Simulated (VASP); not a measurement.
Write the native input for VASP 6.6.1 that does the following.

```
Task                   : single point
Functional             : PBE
Potentials or basis    : VASP PAW PBE potentials, release 64 (Ti_sv, C)
Cutoff                 : 520 eV
k mesh                 : 11 × 11 × 11
Occupations            : gaussian, width 0.022 eV
Spin                   : no spin polarisation
Dipole correction      : no
Further INCAR settings : ALGO = Normal; EDIFF = 1e-06; NBANDS = 15
```

The structure of TiC lies in POSCAR:

```
TiC
1.0
    0.0000000000      2.1657188437      2.1657188437
    2.1657188437      0.0000000000      2.1657188437
    2.1657188437      2.1657188437      0.0000000000
Ti C
1 1
Direct
    0.0000000000      0.0000000000      0.0000000000
    0.5000000000      0.5000000000      0.5000000000
```

These files were run (other wordings do the same):

INCAR

```
SYSTEM = TiC
PREC = Accurate
ENCUT = 520
EDIFF = 1E-6
ISMEAR = 0
SIGMA = 0.022
LREAL = .FALSE.
LASPH = .TRUE.
NELM = 80
ALGO = Normal
ISIF = 2
LWAVE = .FALSE.
LCHARG = .FALSE.
GGA = PE
NBANDS = 15
```

KPOINTS

```
Automatic mesh
0
G
  11 11 11
  0 0 0
```

Potentials or basis: VASP PAW PBE potentials, release 64 (Ti_sv, C).

The run is started by

```bash
$ cat potpaw_PBE.64/Ti_sv/POTCAR potpaw_PBE.64/C/POTCAR > POTCAR
$ mpirun -np 1 vasp_std > vasp.out
```

It gave:

The pressure is 0.5 GPa. The band gap on the k mesh is zero (band 8 reaches 10.10 eV, above the bottom of band 9 at 9.00 eV).

Run time: 36 s on 1 thread of AMD EPYC 7R13, with other jobs on the host, peak memory 0.12 GiB.
